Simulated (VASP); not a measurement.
# MoSe (Fm-3m) in VASP: notebook

Aim: see how the results for MoSe move with the level of theory and the settings. Levels: PBEsol, r2SCAN, PBEsol+U. Tasks: single point.

Everything below comes from runs of VASP 6.6.1. Logs are shortened: lines on timing, memory, paths and dates and some standing lists are left out, and cuts for length are marked.

### Step 1. The cell of the first run

Symmetry: Fm-3m, No. 225, cubic system. Conventional cell: a = 5.098 Å, b = 5.098 Å, c = 5.098 Å, α = 90.00°, β = 90.00°, γ = 90.00°. Mo (site symmetry m-3m) has 6 Se at 2.55 Å within 3.4 Å. Se (site symmetry m-3m) has 6 Mo at 2.55 Å within 3.4 Å.

### Step 2. Single point, PBEsol, collinear spin, ferromagnetic start

Contents of INCAR:

```
SYSTEM = MoSe
PREC     = Accurate       ! precision mode
ENCUT    = 520            ! plane-wave cutoff, eV
EDIFF    = 1E-6           ! SCF threshold, eV
ISMEAR   = 0              ! smearing method
SIGMA    = 0.1            ! smearing width, eV
LREAL    = .False.        ! projectors in reciprocal space
LASPH    = .True.         ! aspherical terms in the spheres
NELM     = 150            ! most SCF steps
ALGO     = Normal         ! electronic algorithm
ISIF     = 2              ! what is computed and relaxed
LWAVE    = .False.        ! write WAVECAR
LCHARG   = .False.        ! write CHGCAR
ISPIN    = 2              ! spin polarisation
MAGMOM   = 2 0            ! initial moments
LORBIT   = 11             ! projections on sites
LMAXMIX  = 4              ! l up to which the mixer works
GGA      = PS             ! functional
NBANDS   = 21             ! bands
```

Contents of KPOINTS:

```
regular mesh
0
Gamma
  6 6 6
  0 0 0
```

Contents of POSCAR:

```
MoSe
1.0
    0.0000000000      2.5490353640      2.5490353640
    2.5490353640      0.0000000000      2.5490353640
    2.5490353640      2.5490353640      0.0000000000
Mo Se
1 1
Direct
    0.0000000000      0.0000000000      0.0000000000
    0.5000000000      0.5000000000      0.5000000000
```

Potentials or basis: VASP PAW PBE potentials, release 64 (Mo_sv, Se).

Run with:

```console
> cat potpaw_PBE.64/Mo_sv/POTCAR potpaw_PBE.64/Se/POTCAR > POTCAR
> mpirun -np 1 vasp_std > vasp.out
```

OUTCAR:

```text
SYSTEM = MoSe
   PREC = Accurate
   ENCUT = 520
   EDIFF = 1E-6
   ISMEAR = 0
   LREAL = .False.
   LASPH = .True.
   NELM = 150
   ISIF = 2
   ISPIN = 2
   LORBIT = 11
   GGA = PS

 ion  position               nearest neighbor table
   1  0.000  0.000  0.000-   2 2.55   2 2.55   2 2.55   2 2.55   2 2.55   2 2.55
   2  0.500  0.500  0.500-   1 2.55   1 2.55   1 2.55   1 2.55   1 2.55   1 2.55

  LATTYP: Found a face centered cubic cell.
 ALAT       =     5.0980707280

  Lattice vectors:

 A1 = (   0.0000000000,   2.5490353640,   2.5490353640)
 A2 = (   2.5490353640,   0.0000000000,   2.5490353640)
 A3 = (   2.5490353640,   2.5490353640,   0.0000000000)

Analysis of symmetry for initial positions (statically):
=====================================================================
 Subroutine PRICEL returns:
 Original cell was already a primitive cell.

 Routine SETGRP: Setting up the symmetry group for a
 face centered cubic supercell.

 Subroutine GETGRP returns: Found 48 space group operations
 (whereof 48 operations were pure point group operations)
 out of a pool of 48 trial point group operations.

The static configuration has the point symmetry O_h .

Analysis of symmetry for dynamics (positions and initial velocities):
=====================================================================
 Subroutine PRICEL returns:
 Original cell was already a primitive cell.

 Routine SETGRP: Setting up the symmetry group for a
 face centered cubic supercell.

 Subroutine GETGRP returns: Found 48 space group operations
 (whereof 48 operations were pure point group operations)
 out of a pool of 48 trial point group operations.

The dynamic configuration has the point symmetry O_h .

Analysis of structural, dynamic, and magnetic symmetry:
=====================================================================
 Subroutine PRICEL returns:
 Original cell was already a primitive cell.

 Routine SETGRP: Setting up the symmetry group for a
 face centered cubic supercell.

 Subroutine GETGRP returns: Found 48 space group operations
 (whereof 48 operations were pure point group operations)
 out of a pool of 48 trial point group operations.

The overall configuration has the point symmetry O_h .

 Subroutine INISYM returns: Found 48 space group operations
 (whereof 48 operations are pure point group operations),
 and found     1 'primitive' translations

----------------------------------------------------------------------------------------

                                     Primitive cell

  volume of cell :      33.1251

  direct lattice vectors                    reciprocal lattice vectors
     0.000000000  2.549035364  2.549035364    -0.196152634  0.196152634  0.196152634
     2.549035364  0.000000000  2.549035364     0.196152634 -0.196152634  0.196152634
     2.549035364  2.549035364  0.000000000     0.196152634  0.196152634 -0.196152634

  length of vectors
     3.604880383  3.604880383  3.604880383     0.339746328  0.339746328  0.339746328

  position of ions in fractional coordinates (direct lattice)
     0.000000000  0.000000000  0.000000000
     0.500000000  0.500000000  0.500000000

  ion indices of the primitive-cell ions
   primitive index   ion index
                 1           1
                 2           2

----------------------------------------------------------------------------------------

 KPOINTS: regular mesh

Automatic generation of k-mesh.
 Grid dimensions read from file:
 generate k-points for:    6    6    6

 Generating k-lattice:

  Cartesian coordinates                     Fractional coordinates (reciprocal lattice)
    -0.032692106  0.032692106  0.032692106     0.166666667  0.000000000  0.000000000
     0.032692106 -0.032692106  0.032692106     0.000000000  0.166666667  0.000000000
     0.032692106  0.032692106 -0.032692106     0.000000000  0.000000000  0.166666667

  Length of vectors
     0.056624388  0.056624388  0.056624388

  Shift w.r.t. Gamma in fractional coordinates (k-lattice)
     0.000000000  0.000000000  0.000000000

 Subroutine IBZKPT returns following result:
 ===========================================

 Found     16 irreducible k-points:

 Following reciprocal coordinates:
            Coordinates               Weight
  0.000000  0.000000  0.000000      1.000000
  0.166667  0.000000  0.000000      8.000000
  0.333333  0.000000  0.000000      8.000000
  0.500000  0.000000  0.000000      4.000000
  0.166667  0.166667  0.000000      6.000000
  0.333333  0.166667  0.000000     24.000000
[... 8 lines left out ...]
 -0.333333  0.333333  0.166667     24.000000
 -0.333333  0.500000  0.166667     12.000000
   k-points           NKPTS =     16   k-points in BZ     NKDIM =     16   number of bands    NBANDS=     21
   number of dos      NEDOS =    301   number of ions     NIONS =      2
   total plane-waves  NPLWV =  21952
   dimension x,y,z NGX =    28 NGY =   28 NGZ =   28
   dimension x,y,z NGXF=    56 NGYF=   56 NGZF=   56
[... 28 lines left out ...]
   ISMEAR =     0;   SIGMA  =   0.10  broadening in eV -4-tet -1-fermi 0-gaus
   EFERMI_NEDOS =   21; number of points for ismear=-14 and -15
   IALGO  =     38    algorithm
   IMIX   =      4    mixing-type and parameters
     AMIX     =   0.40;   BMIX     =  1.00
     AMIX_MAG =   1.60;   BMIX_MAG =  1.00
  volume/ion in A,a.u.               =      16.56       111.77
  Fermi-wavevector in a.u.,A,eV,Ry     =   1.383669  2.614756 26.048908  1.914541
  Thomas-Fermi vector in A             =   2.508246
   LORBIT       =     11    0 simple, 1 ext, 2 COOP (PROOUT), +10 PAW based schemes
   GGA     = PS    functional components
   LHFCALC =     F    Hartree Fock is set to
   AEXX    =    0.0000 exact exchange contribution
   IVDW    =     0    specifies the selected vdW correction
   LEPSILON=     F    determine dielectric tensor
   LRPA    =     F    only Hartree local field effects (RPA)
 spin polarized calculation
 Gauss-broadening in eV      SIGMA  =   0.10
  energy-cutoff  :      520.00
  volume of cell :       33.13
 maximum number of plane-waves:       911
   NGX = 13   NGY = 13   NGZ = 13

 number of electron      19.9999999 magnetization       0.0019074

 number of electron      19.9999999 magnetization      -0.0024171

 Free energy of the ion-electron system (eV)
  ---------------------------------------------------
  ext. energy  EPLUGINS =         0.00000000
  ---------------------------------------------------
  free energy    TOTEN  =       -14.56741271 eV

  energy without entropy =      -14.55296627  energy(sigma->0) =      -14.56018949

 E-fermi :  10.5187     XC(G=0): -12.2814

 val. band max:       10.5025365076   @ k =   0.5000   0.1667   0.0000
 cond. band min:      10.5913651795   @ k =   0.5000   0.3333   0.0000
 fundamental gap:      0.0888286719
 Fermi energy:        10.5187477222

 spin component 1

 k-point     1 :       0.0000    0.0000    0.0000
  band No.  band energies     occupation
      1     -50.7012      1.00000
      2     -24.8464      1.00000
      3     -24.8464      1.00000
      4     -24.8464      1.00000
      5      -5.9525      1.00000
      6       8.1976      1.00000
[... 13 lines left out ...]
     20      26.1442      0.00000
     21      26.1442      0.00000
[... 337 lines left out ...]
 k-point    16 :      -0.3333    0.5000    0.1667
  band No.  band energies     occupation
      1     -50.6853      1.00000
      2     -24.9635      1.00000
      3     -24.9227      1.00000
      4     -24.9045      1.00000
      5      -4.4182      1.00000
      6       4.0684      1.00000
[... 13 lines left out ...]
     20      25.3612      0.00000
     21      29.0220      0.00000
 Fermi energy:        10.5187477222

 spin component 2

 k-point     1 :       0.0000    0.0000    0.0000
  band No.  band energies     occupation
      1     -50.7025      1.00000
      2     -24.8478      1.00000
      3     -24.8478      1.00000
      4     -24.8478      1.00000
      5      -5.9527      1.00000
      6       8.1974      1.00000
[... 13 lines left out ...]
     20      26.1433      0.00000
     21      26.1433      0.00000
[... 337 lines left out ...]
 k-point    16 :      -0.3333    0.5000    0.1667
  band No.  band energies     occupation
      1     -50.6867      1.00000
      2     -24.9649      1.00000
      3     -24.9241      1.00000
      4     -24.9059      1.00000
      5      -4.4184      1.00000
      6       4.0680      1.00000
[... 13 lines left out ...]
     20      25.3610      0.00000
     21      29.0214      0.00000

------------------------ aborting loop because EDIFF is reached ----------------------------------------

  FORCE on cell =-STRESS in cart. coord.  units (eV):
  Direction    XX          YY          ZZ          XY          YZ          ZX
  --------------------------------------------------------------------------------------
  -------------------------------------------------------------------------------------
  Total        1.1721854      1.1721854      1.1721854      0.0000000     -0.0000000      0.0000000
  in kB       56.6955955     56.6955955     56.6955955      0.0000000     -0.0000000      0.0000000
  external PRESSURE =      56.6955955 kB  Pullay stress =       0.0000000 kB

 VOLUME and BASIS-vectors are now :
 -----------------------------------------------------------------------------
  energy-cutoff  :      520.00
  volume of cell :       33.13
      direct lattice vectors                 reciprocal lattice vectors
     0.000000000  2.549035364  2.549035364    -0.196152634  0.196152634  0.196152634
     2.549035364  0.000000000  2.549035364     0.196152634 -0.196152634  0.196152634
     2.549035364  2.549035364  0.000000000     0.196152634  0.196152634 -0.196152634

 POSITION                                       TOTAL-FORCE (eV/Angst)
 -----------------------------------------------------------------------------------
      0.00000      0.00000      0.00000        -0.000000      0.000000      0.000000
      2.54904      2.54904      2.54904         0.000000     -0.000000     -0.000000
 -----------------------------------------------------------------------------------
    total drift:                               -0.000000      0.000000      0.000000

  FREE ENERGIE OF THE ION-ELECTRON SYSTEM (eV)
  ---------------------------------------------------
  free  energy   TOTEN  =       -14.5674127061 eV

  energy  without entropy=      -14.5529662675  energy(sigma->0) =      -14.56018949

 total charge

# of ion       s       p       d       tot
------------------------------------------
    1        2.218   6.112   4.159  12.488
    2        1.429   2.428   0.143   4.000
--------------------------------------------------
tot          3.647   8.540   4.302  16.488

 magnetization (x)

# of ion       s       p       d       tot
------------------------------------------
    1       -0.000  -0.000  -0.002  -0.002
    2        0.000   0.000  -0.000   0.000
--------------------------------------------------
tot         -0.000   0.000  -0.002  -0.002
```

It took 27 s on 1 thread of AMD EPYC 9R45 (Zen 5), shared host; peak memory 0.15 GiB.

Results:

* Free energy: -14.5674 eV
* Pressure: 5.7 GPa
* Band gap on the k mesh: zero (filled and empty bands overlap)
* Net moment: 0.00 μB per cell
* Valence electrons inside the program's atomic spheres: Mo 12.49; Se 4.00

Caveat: the PAW data sets were made with another functional, which shifts forces and pressure a little.

### Step 3. Single point, PBEsol

This run uses another cell than the first one, of 17.07 Å³/atom, 1.031 times its volume.

Contents of INCAR:

```
SYSTEM = MoSe
PREC     = Accurate       ! precision mode
ENCUT    = 520            ! plane-wave cutoff, eV
EDIFF    = 1E-6           ! SCF threshold, eV
ISMEAR   = 0              ! smearing method
SIGMA    = 0.1            ! smearing width, eV
LREAL    = .False.        ! projectors in reciprocal space
LASPH    = .True.         ! aspherical terms in the spheres
NELM     = 80             ! most SCF steps
ALGO     = Normal         ! electronic algorithm
ISIF     = 2              ! what is computed and relaxed
LWAVE    = .False.        ! write WAVECAR
LCHARG   = .False.        ! write CHGCAR
GGA      = PS             ! functional
NBANDS   = 17             ! bands
```

Contents of KPOINTS:

```
regular mesh
0
Gamma
  14 14 14
  0 0 0
```

Contents of POSCAR:

```
MoSe
1.0
    0.0000000000      2.5748516654      2.5748516654
    2.5748516654      0.0000000000      2.5748516654
    2.5748516654      2.5748516654      0.0000000000
Mo Se
1 1
Direct
    0.0000000000      0.0000000000      0.0000000000
    0.5000000000      0.5000000000      0.5000000000
```

Potentials or basis: VASP PAW PBE potentials, release 64 (Mo_sv, Se).

Run with:

```console
> cat potpaw_PBE.64/Mo_sv/POTCAR potpaw_PBE.64/Se/POTCAR > POTCAR
> mpirun -np 1 vasp_std > vasp.out
```

It took 37 s on 1 thread of AMD EPYC 9R45 (Zen 5), shared host; peak memory 0.17 GiB.

It converged, with:

* Free energy: -14.5990 eV
* Pressure: 0.4 GPa
* Band gap on the k mesh: zero (band 10 reaches 10.33 eV, above the bottom of band 11 at 7.94 eV)

Levels at points of the mesh, in eV from the Fermi level:
```tsv
k point	band 7	band 8	band 9	band 10	band 11	band 12	band 13	band 14
(0.00, 0.00, 0.00)	-2.28	-2.28	-2.11	-2.11	-2.11	-1.68	-1.68	2.98
(0.50, 0.00, 0.00)	-5.79	-5.79	-0.08	-0.08	0.63	2.49	5.04	5.04
(0.50, 0.50, 0.00)	-3.88	-3.88	-3.83	-0.77	0.58	0.58	1.52	2.88
```

Caveat: the PAW data sets were made with another functional, which shifts forces and pressure a little.

### Step 4. Single point, PBEsol

This run uses another cell than the first one, of 17.07 Å³/atom, 1.031 times its volume.

Contents of INCAR:

```
PREC     = Accurate       # precision mode
ENCUT    = 520            # plane-wave cutoff, eV
EDIFF    = 1E-6           # SCF threshold, eV
ISMEAR   = 0              # smearing method
SIGMA    = 0.1            # smearing width, eV
LREAL    = F              # projectors in reciprocal space
LASPH    = T              # aspherical terms in the spheres
NELM     = 80             # most SCF steps
ALGO     = Normal         # electronic algorithm
ISIF     = 2              # what is computed and relaxed
LWAVE    = F              # write WAVECAR
LCHARG   = F              # write CHGCAR
GGA      = PS             # functional
NBANDS   = 17             # bands
```

Contents of KPOINTS:

```
regular mesh
0
Gamma
  14 14 14
```

POSCAR is that of step 3.

Run with:

```console
> cat potpaw_PBE.64/Mo_sv/POTCAR potpaw_PBE.64/Se/POTCAR > POTCAR
> mpirun -np 1 vasp_std > vasp.out
```

Run time: 38 s. Hardware: 1 thread of AMD EPYC 9R45 (Zen 5), shared host; peak memory 0.17 GiB.

It converged, with:

| Property | Result |
| --- | --- |
| Free energy | -14.5990 eV |
| Pressure | 0.4 GPa |
| Band gap on the k mesh | zero (band 10 reaches 10.33 eV, above the bottom of band 11 at 7.94 eV) |

Levels at points of the mesh, in eV from the Fermi level:
```csv
k point,band 6,band 7,band 8,band 9,band 10,band 11,band 12,band 13,band 14,band 15
"(0.00, 0.00, 0.00)",-2.28,-2.28,-2.28,-2.11,-2.11,-2.11,-1.68,-1.68,2.98,7.85
"(0.50, 0.00, 0.00)",-8.23,-5.79,-5.79,-0.08,-0.08,0.63,2.49,5.04,5.04,6.36
"(0.50, 0.50, 0.00)",-6.47,-3.88,-3.88,-3.83,-0.77,0.58,0.58,1.52,2.88,9.91
```

Caveat: the PAW data sets were made with another functional, which shifts forces and pressure a little.

### Step 5. Single point, r2SCAN

This run uses another cell than the first one, of 17.07 Å³/atom, 1.031 times its volume.

POSCAR is that of step 4.

Contents of INCAR.step1:

```
SYSTEM = MoSe
  PREC = Accurate
  ENCUT = 520
  ISMEAR = 0
  SIGMA = 0.1
  LREAL = .False.
  LASPH = .True.
  NELM = 100
  NBANDS = 17
  GGA = PE
  ALGO = Normal
  EDIFF = 1E-4
  LWAVE = .True.
  LCHARG = .False.
```

Contents of INCAR.step2:

```
SYSTEM = MoSe
  PREC = Accurate
  ENCUT = 520
  EDIFF = 1E-7
  ISMEAR = 0
  SIGMA = 0.1
  LREAL = .False.
  LASPH = .True.
  NELM = 100
  ALGO = Normal
  ISIF = 2
  LWAVE = .False.
  LCHARG = .False.
  METAGGA = R2SCAN
  LMIXTAU = .True.
  NBANDS = 17
  ISTART = 1
```

Contents of KPOINTS:

```
Automatic mesh
0
Gamma
  14 14 14
  0 0 0
```

Run with:

```console
> cat potpaw_PBE.64/Mo_sv/POTCAR potpaw_PBE.64/Se/POTCAR > POTCAR
> cp INCAR.step1 INCAR
> mpirun -np 1 vasp_std > vasp.out
> cp INCAR.step2 INCAR
> mpirun -np 1 vasp_std > vasp.out
```

Wall time 3.8 min (1 thread of AMD EPYC 9R45 (Zen 5), shared host); peak memory 0.18 GiB.

It converged, with:

- Free energy: -39.2596 eV
- Pressure: 5.3 GPa
- Band gap on the k mesh: zero (band 10 reaches 10.49 eV, above the bottom of band 11 at 8.02 eV)

Levels at points of the mesh, in eV from the Fermi level:
| k point | band 8 | band 9 | band 10 | band 11 | band 12 | band 13 |
| --- | --- | --- | --- | --- | --- | --- |
| (0.00, 0.00, 0.00) | -2.58 | -2.18 | -2.18 | -2.18 | -1.69 | -1.69 |
| (0.50, 0.00, 0.00) | -6.14 | -0.09 | -0.09 | 0.65 | 2.95 | 5.22 |
| (0.50, 0.50, 0.00) | -4.21 | -3.87 | -0.75 | 0.56 | 0.56 | 1.70 |

Caveat: the PAW data sets were made with another functional, which shifts forces and pressure a little.

### Step 6. Single point, PBEsol+U

This run uses another cell than the first one, of 17.07 Å³/atom, 1.031 times its volume.

Contents of INCAR:

```
SYSTEM = MoSe
ALGO = Normal
EDIFF = 1E-6
ENCUT = 520
GGA = PS
ISIF = 2
ISMEAR = 0
LASPH = .TRUE.
LCHARG = .TRUE.
LDAU = .TRUE.
LDAUJ = 0 0
LDAUL = 2 -1
LDAUPRINT = 1
LDAUTYPE = 2
LDAUU = 4 0
LELF = .TRUE.
LMAXMIX = 4
LREAL = .FALSE.
LVHAR = .TRUE.
LWAVE = .FALSE.
NBANDS = 17
NELM = 150
PREC = Accurate
SIGMA = 0.05
```

Contents of KPOINTS:

```
k-points
0
G
  14 14 14
  0 0 0
```

POSCAR is that of step 5.

Potentials or basis: VASP PAW PBE potentials, release 64 (Mo_sv, Se).

Run with:

```console
> cat potpaw_PBE.64/Mo_sv/POTCAR potpaw_PBE.64/Se/POTCAR > POTCAR
> mpirun -np 1 vasp_std > vasp.out
```

Wall time 40 s (1 thread of AMD EPYC 9R45 (Zen 5), shared host); peak memory 0.17 GiB.

Results (log left out):

```
Free energy            : -9.7948 eV
Pressure               : 4.0 GPa
Band gap on the k mesh : zero (band 10 reaches 10.49 eV, above the bottom of band 11 at 7.95 eV)
```

Levels at points of the mesh, in eV from the Fermi level:
| k point | band 6 | band 7 | band 8 | band 9 | band 10 | band 11 | band 12 | band 13 | band 14 | band 15 |
| --- | --- | --- | --- | --- | --- | --- | --- | --- | --- | --- |
| (0.00, 0.00, 0.00) | -2.33 | -2.33 | -2.33 | -2.21 | -2.21 | -2.21 | -1.34 | -1.34 | 2.89 | 7.77 |
| (0.50, 0.00, 0.00) | -8.31 | -5.67 | -5.67 | -0.14 | -0.14 | 0.52 | 2.40 | 5.27 | 5.27 | 6.25 |
| (0.50, 0.50, 0.00) | -6.54 | -3.95 | -3.95 | -3.92 | -0.40 | 0.46 | 0.46 | 1.74 | 2.88 | 9.80 |

Eigenvalues of the final occupation matrices:
| site | spin | trace | eigenvalues |
| --- | --- | --- | --- |
| site 1 d | 1 | 2.05 | 0.32 0.32 0.47 0.47 0.47 |
| site 1 d | 2 | 2.05 | 0.32 0.32 0.47 0.47 0.47 |

Caveat: the PAW data sets were made with another functional, which shifts forces and pressure a little; U without spin polarisation on a metal has little footing.

### Step 7. Overview

```csv
level,spin,U,cell,k mesh,smearing,gap on the mesh (eV),pressure (GPa)
PBEsol,"collinear, ferromagnetic start",-,"a = 3.605 Å, angles 60.0°, 2 atoms",6 × 6 × 6,gaussian 0.1 eV,none,5.7
PBEsol,off,-,"a = 3.641 Å, angles 60.0°, 2 atoms",14 × 14 × 14,gaussian 0.1 eV,none,0.4
r2SCAN,off,-,"a = 3.641 Å, angles 60.0°, 2 atoms",14 × 14 × 14,gaussian 0.1 eV,none,5.3
PBEsol+U,off,Mo d U = 4.0 eV,"a = 3.641 Å, angles 60.0°, 2 atoms",14 × 14 × 14,gaussian 0.05 eV,none,4.0
```

Alike in all rows: task single point; potentials or basis VASP PAW PBE potentials, release 64 (Mo_sv, Se); cutoff (eV) 520.

Caveats: the PAW data sets were made with another functional, which shifts forces and pressure a little; U without spin polarisation on a metal has little footing (some runs).

Total energies depend on the potentials used, so only differences within one code and one set of settings carry meaning.
